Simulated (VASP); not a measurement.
The system is SnO2.

```
Sn O
1.0
     4.73800    0.00000    0.00000
     0.00000    4.73800    0.00000
     0.00000    0.00000    3.18650
Sn O
2 4
Direct
  0.50000 0.50000 0.50000
  0.00000 0.00000 0.00000
  0.80710 0.19290 0.50000
  0.69290 0.69290 0.00000
  0.19290 0.80710 0.50000
  0.30710 0.30710 0.00000
```

Base run:

```yaml
Program: VASP 6.6.1
Functional: PBEsol
Potentials_or_basis: VASP PAW PBE potentials, release 64 (Sn_d, O)
Cutoff: 520 eV
k_mesh: 6 × 6 × 8
Occupations: fermi-dirac, width 0.05 eV
Spin: no spin polarisation
```

Its results: band gap on the k mesh 1.18 eV; pressure 5.4 GPa; largest force 0.229 eV/Å.

**Question.** The run is repeated on the same cell with these changes: functional from PBEsol to revPBE. What comes out?

**Answer.** Band gap on the k mesh 1.34 eV; pressure 14.9 GPa; largest force 0.317 eV/Å.

revPBE binds less tightly than PBEsol, so the same cell stands under more pressure.

Caveats: the cell stands under pressure; the PAW data sets were made with another functional, which shifts forces and pressure a little; spin-orbit coupling is left out, which moves the levels of the heavy elements.

